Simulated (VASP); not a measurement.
# TiB2 (P6/mmm) in VASP: notebook, part 2 of 3

VASP 6.6.1. The steps go on from the part before.

## Step 3: Single point, PBEsol

This run uses another cell than the first one, of 8.31 Å³/atom.

INCAR

```
PREC = Accurate ; ENCUT = 520
EDIFF = 1E-7 ; ISMEAR = -1
SIGMA = 0.05 ; LREAL = F
LASPH = T ; NELM = 100
ALGO = Normal ; ISIF = 2
LWAVE = F ; LCHARG = F
GGA = PS ; NBANDS = 16
```

KPOINTS

```
Automatic mesh
0
Gamma
  16 16 14
```

POSCAR

```
TiB2
1.0
    3.0106841173      0.0000000000      0.0000000000
   -1.5053420587      2.6073289284      0.0000000000
    0.0000000000      0.0000000000      3.1752440572
Ti B
1 2
Direct
    0.0000000000      0.0000000000      0.0000000000
    0.3333333333      0.6666666667      0.5000000000
    0.6666666667      0.3333333333      0.5000000000
```

Potentials or basis: VASP PAW PBE potentials, release 64 (Ti_sv, B).

Started as:

```
$ cat potpaw_PBE.64/Ti_sv/POTCAR potpaw_PBE.64/B/POTCAR > POTCAR
$ mpirun -np 1 vasp_std > vasp.out
```

OUTCAR:

```text
PREC = Accurate
   ENCUT = 520
   EDIFF = 1E-7
   ISMEAR = -1
   LREAL = F
   LASPH = T
   NELM = 100
   ISIF = 2
   GGA = PS

 ion  position               nearest neighbor table
   1  0.000  0.000  0.000-   2 2.35   3 2.35   2 2.35   3 2.35   3 2.35   3 2.35   2 2.35   2 2.35
                             3 2.35   3 2.35   2 2.35   2 2.35
   2  0.333  0.667  0.500-   3 1.74   3 1.74   3 1.74   1 2.35   1 2.35   1 2.35   1 2.35   1 2.35
                             1 2.35
   3  0.667  0.333  0.500-   2 1.74   2 1.74   2 1.74   1 2.35   1 2.35   1 2.35   1 2.35   1 2.35
                             1 2.35

  LATTYP: Found a hexagonal cell.
 ALAT       =     3.0106841173
 C/A-ratio  =     1.0546586535

  Lattice vectors:

 A1 = (   3.0106841173,   0.0000000000,   0.0000000000)
 A2 = (  -1.5053420587,   2.6073289284,   0.0000000000)
 A3 = (   0.0000000000,   0.0000000000,   3.1752440572)

Analysis of symmetry for initial positions (statically):
=====================================================================
 Subroutine PRICEL returns:
 Original cell was already a primitive cell.

 Routine SETGRP: Setting up the symmetry group for a
 hexagonal supercell.

 Subroutine GETGRP returns: Found 24 space group operations
 (whereof 24 operations were pure point group operations)
 out of a pool of 24 trial point group operations.

The static configuration has the point symmetry D_6h.

Analysis of symmetry for dynamics (positions and initial velocities):
=====================================================================
 Subroutine PRICEL returns:
 Original cell was already a primitive cell.

 Routine SETGRP: Setting up the symmetry group for a
 hexagonal supercell.

 Subroutine GETGRP returns: Found 24 space group operations
 (whereof 24 operations were pure point group operations)
 out of a pool of 24 trial point group operations.

The dynamic configuration has the point symmetry D_6h.

 Subroutine INISYM returns: Found 24 space group operations
 (whereof 24 operations are pure point group operations),
 and found     1 'primitive' translations

----------------------------------------------------------------------------------------

                                     Primitive cell

  volume of cell :      24.9252

  direct lattice vectors                    reciprocal lattice vectors
     3.010684117  0.000000000  0.000000000     0.332150422  0.191767136  0.000000000
    -1.505342059  2.607328928  0.000000000     0.000000000  0.383534271  0.000000000
     0.000000000  0.000000000  3.175244057     0.000000000  0.000000000  0.314936421

  length of vectors
     3.010684117  3.010684117  3.175244057     0.383534271  0.383534271  0.314936421

  position of ions in fractional coordinates (direct lattice)
     0.000000000  0.000000000  0.000000000
     0.333333333  0.666666667  0.500000000
     0.666666667  0.333333333  0.500000000

  ion indices of the primitive-cell ions
   primitive index   ion index
                 1           1
                 2           2
                 3           3

----------------------------------------------------------------------------------------

 KPOINTS: Automatic mesh

Automatic generation of k-mesh.
 Grid dimensions read from file:
 generate k-points for:   16   16   14

 Generating k-lattice:

  Cartesian coordinates                     Fractional coordinates (reciprocal lattice)
     0.020759401  0.011985446  0.000000000     0.062500000 -0.000000000  0.000000000
     0.000000000  0.023970892  0.000000000     0.000000000  0.062500000  0.000000000
     0.000000000  0.000000000  0.022495459     0.000000000  0.000000000  0.071428571

  Length of vectors
     0.023970892  0.023970892  0.022495459

  Shift w.r.t. Gamma in fractional coordinates (k-lattice)
     0.000000000  0.000000000  0.000000000

 Subroutine IBZKPT returns following result:
 ===========================================

 Found    240 irreducible k-points:

 Following reciprocal coordinates:
            Coordinates               Weight
  0.000000  0.000000  0.000000      1.000000
  0.062500  0.000000  0.000000      6.000000
  0.125000  0.000000  0.000000      6.000000
  0.187500  0.000000  0.000000      6.000000
  0.250000  0.000000  0.000000      6.000000
  0.312500  0.000000  0.000000      6.000000
[... 16 lines left out ...]
  0.187500  0.187500  0.000000      6.000000
  0.250000  0.187500  0.000000     12.000000
 [... further k-points ...]
   k-points           NKPTS =    240   k-points in BZ     NKDIM =    240   number of bands    NBANDS=     16
   number of dos      NEDOS =    301   number of ions     NIONS =      3
   total plane-waves  NPLWV =  13824
   dimension x,y,z NGX =    24 NGY =   24 NGZ =   24
   dimension x,y,z NGXF=    48 NGYF=   48 NGZF=   48
   ions per type =               1   2
   NGX,Y,Z   is equivalent  to a cutoff of  13.25, 13.25, 12.57 a.u.
   NGXF,Y,Z  is equivalent  to a cutoff of  26.50, 26.50, 25.13 a.u.
 SYSTEM =  unknown system
   PREC   = accura    normal or accurate (medium, high low for compatibility)
   ISTART =      0    job   : 0-new  1-cont  2-samecut
   ICHARG =      2    charge: 1-file 2-atom 10-const
   ISPIN  =      1    spin polarized calculation?
   LNONCOLLINEAR =      F non collinear calculations
   LSORBIT =      F    spin-orbit coupling
   LASPH  =      T    aspherical Exc in radial PAW
   ENCUT  =  520.0 eV  38.22 Ry    6.18 a.u.   5.60  5.60  5.90*2*pi/ulx,y,z
   NELM   =    100;   NELMIN=  2; NELMDL= -5     # of ELM steps
   EDIFF  = 0.1E-06   stopping-criterion for ELM
   LREAL  =      F    real-space projection
   EDIFFG = 0.1E-05   stopping-criterion for IOM
   NSW    =      0    number of steps for IOM
   IBRION =     -1    ionic relax: 0-MD 1-quasi-New 2-CG
   NFREE  =      0    steps in history (QN), initial steepest desc. (CG)
   ISIF   =      2    stress and relaxation
   ISYM   =      2    0-nonsym 1-usesym 2-fastsym
   POTIM  = 0.5000    time-step for ionic-motion
   TEBEG  =    0.0;   TEEND  =   0.0 temperature during run
   PSTRESS=    0.0 pullay stress
   NELECT =      18.0000    total number of electrons
   NUPDOWN=      -1.0000    fix difference up-down
   EMIN   =  10.00;   EMAX   =-10.00  energy-range for DOS
   EFERMI =   0.00;   METHOD = LEGACY
   ISMEAR =    -1;   SIGMA  =   0.05  broadening in eV -4-tet -1-fermi 0-gaus
   EFERMI_NEDOS =   21; number of points for ismear=-14 and -15
   IALGO  =     38    algorithm
   IMIX   =      4    mixing-type and parameters
     AMIX     =   0.40;   BMIX     =  1.00
     AMIX_MAG =   1.60;   BMIX_MAG =  1.00
  volume/ion in A,a.u.               =       8.31        56.07
  Fermi-wavevector in a.u.,A,eV,Ry     =   1.468767  2.775567 29.351536  2.157277
  Thomas-Fermi vector in A             =   2.584225
   LORBIT       =      0    0 simple, 1 ext, 2 COOP (PROOUT), +10 PAW based schemes
   GGA     = PS    functional components
   LHFCALC =     F    Hartree Fock is set to
   AEXX    =    0.0000 exact exchange contribution
   IVDW    =     0    specifies the selected vdW correction
   LEPSILON=     F    determine dielectric tensor
   LRPA    =     F    only Hartree local field effects (RPA)
 non-spin polarized calculation
  energy-cutoff  :      520.00
  volume of cell :       24.93
 maximum number of plane-waves:       696
 NGX is ok and might be reduce to    24
   NGX = 11   NGY = 11   NGZ = 11

 number of electron      17.9999998 magnetization

 Free energy of the ion-electron system (eV)
  ---------------------------------------------------
  ext. energy  EPLUGINS =         0.00000000
  ---------------------------------------------------
  free energy    TOTEN  =       -25.79304111 eV

  energy without entropy =      -25.79088285  energy(sigma->0) =      -25.79196198

 E-fermi :  10.2374     XC(G=0): -13.0140

 val. band max:       10.2124265564   @ k =   0.0625   0.0625   0.3571
 cond. band min:      10.2526617558   @ k =   0.0000   0.0000   0.3571
 fundamental gap:      0.0402351994
 Fermi energy:        10.2374015271

 k-point     1 :       0.0000    0.0000    0.0000
  band No.  band energies     occupation
      1     -46.3884      2.00000
      2     -22.8485      2.00000
      3     -22.5227      2.00000
      4     -22.5227      2.00000
      5      -3.3873      2.00000
      6       7.5004      2.00000
[... 433 lines left out ...]
      3     -22.7807      2.00000
      4     -22.6673      2.00000
      5      -0.7846      2.00000
      6       3.4860      2.00000
[... 8 lines left out ...]
     15      19.0376      0.00000
     16      20.2033      0.00000

 [... further k-points ...]

------------------------ aborting loop because EDIFF is reached ----------------------------------------

  FORCE on cell =-STRESS in cart. coord.  units (eV):
  Direction    XX          YY          ZZ          XY          YZ          ZX
  --------------------------------------------------------------------------------------
  -------------------------------------------------------------------------------------
  Total        0.3721107      0.3721107      0.3542763     -0.0000000     -0.0000000      0.0000000
  in kB       23.9190866     23.9190866     22.7727041     -0.0000000     -0.0000000      0.0000000
  external PRESSURE =      23.5369591 kB  Pullay stress =       0.0000000 kB

 VOLUME and BASIS-vectors are now :
 -----------------------------------------------------------------------------
  energy-cutoff  :      520.00
  volume of cell :       24.93
      direct lattice vectors                 reciprocal lattice vectors
     3.010684117  0.000000000  0.000000000     0.332150422  0.191767136  0.000000000
    -1.505342059  2.607328928  0.000000000     0.000000000  0.383534271  0.000000000
     0.000000000  0.000000000  3.175244057     0.000000000  0.000000000  0.314936421

 POSITION                                       TOTAL-FORCE (eV/Angst)
 -----------------------------------------------------------------------------------
      0.00000      0.00000      0.00000         0.000000      0.000000     -0.000000
     -0.00000      1.73822      1.58762         0.000000     -0.000000      0.000000
      1.50534      0.86911      1.58762        -0.000000      0.000000     -0.000000
 -----------------------------------------------------------------------------------
    total drift:                               -0.000000      0.000000      0.000000

  FREE ENERGIE OF THE ION-ELECTRON SYSTEM (eV)
  ---------------------------------------------------
  free  energy   TOTEN  =       -25.7930411124 eV

  energy  without entropy=      -25.7908828495  energy(sigma->0) =      -25.79196198
```

OSZICAR:

```text
N       E                     dE             d eps       ncg     rms          rms(c)
DAV:   1     0.120865031574E+03    0.12087E+03   -0.90867E+03  7704   0.129E+03
DAV:   2    -0.238746692533E+02   -0.14474E+03   -0.13972E+03  8312   0.343E+02
DAV:   3    -0.306911469915E+02   -0.68165E+01   -0.67621E+01 11152   0.730E+01
DAV:   4    -0.308436652779E+02   -0.15252E+00   -0.15244E+00  9072   0.984E+00
DAV:   5    -0.308483916391E+02   -0.47264E-02   -0.47263E-02 11352   0.139E+00    0.177E+01
DAV:   6    -0.257890650468E+02    0.50593E+01   -0.19394E+01 10856   0.492E+01    0.395E+00
DAV:   7    -0.257914815854E+02   -0.24165E-02   -0.95117E-01  8128   0.110E+01    0.358E+00
DAV:   8    -0.257947190382E+02   -0.32375E-02   -0.77523E-02 12520   0.229E+00    0.637E-01
DAV:   9    -0.257932844508E+02    0.14346E-02   -0.25006E-02  9504   0.203E+00    0.199E-01
DAV:  10    -0.257931017993E+02    0.18265E-03   -0.26614E-03 10040   0.648E-01    0.987E-02
DAV:  11    -0.257930569229E+02    0.44876E-04   -0.20768E-04 10144   0.148E-01    0.594E-02
DAV:  12    -0.257930413197E+02    0.15603E-04   -0.69773E-05  9808   0.101E-01    0.103E-02
DAV:  13    -0.257930412325E+02    0.87207E-07   -0.46800E-06  9560   0.222E-02    0.290E-03
DAV:  14    -0.257930410211E+02    0.21141E-06   -0.44479E-07 10032   0.746E-03    0.706E-04
DAV:  15    -0.257930411221E+02   -0.10099E-06   -0.26992E-08  4264   0.166E-03    0.378E-04
DAV:  16    -0.257930411124E+02    0.97032E-08   -0.38400E-09  4088   0.670E-04
   1 F= -.25793041E+02 E0= -.25791962E+02  d E =-.215826E-02
```

stdout:

```text
POSCAR found type information on POSCAR TiB
 POSCAR found :  2 types and       3 ions
 scaLAPACK will be used
 -----------------------------------------------------------------------------
|                                                                             |
|                                                                             |
|     You enforced a specific xc type in the INCAR file but a different       |
|     I HOPE YOU KNOW WHAT YOU ARE DOING!                                     |
|                                                                             |
 -----------------------------------------------------------------------------

 LDA part: xc-table for (Slater+PW92), standard interpolation
 POSCAR, INCAR and KPOINTS ok, starting setup
 FFT: planning ... GRIDC
 FFT: planning ... GRID_SOFT
 FFT: planning ... GRID
 WAVECAR not read
 entering main loop
```

It took 1.9 min on 1 thread of Intel Xeon 8259CL, shared host; peak memory 0.21 GiB.

What came out:

```
Free energy            : -25.7930 eV
Pressure               : 2.4 GPa
Band gap on the k mesh : zero (bands 9 and 10 overlap by 0.63 eV)
```

Stress tensor (GPa, compression positive):
```
2.39 0.00 0.00
0.00 2.39 0.00
0.00 0.00 2.28
```

Caveat: the PAW data sets were made with another functional, which shifts forces and pressure a little.

(Continued in part 3 of 3.)

The gap in the log of VASP goes by the Fermi energy; the results here count the filled bands.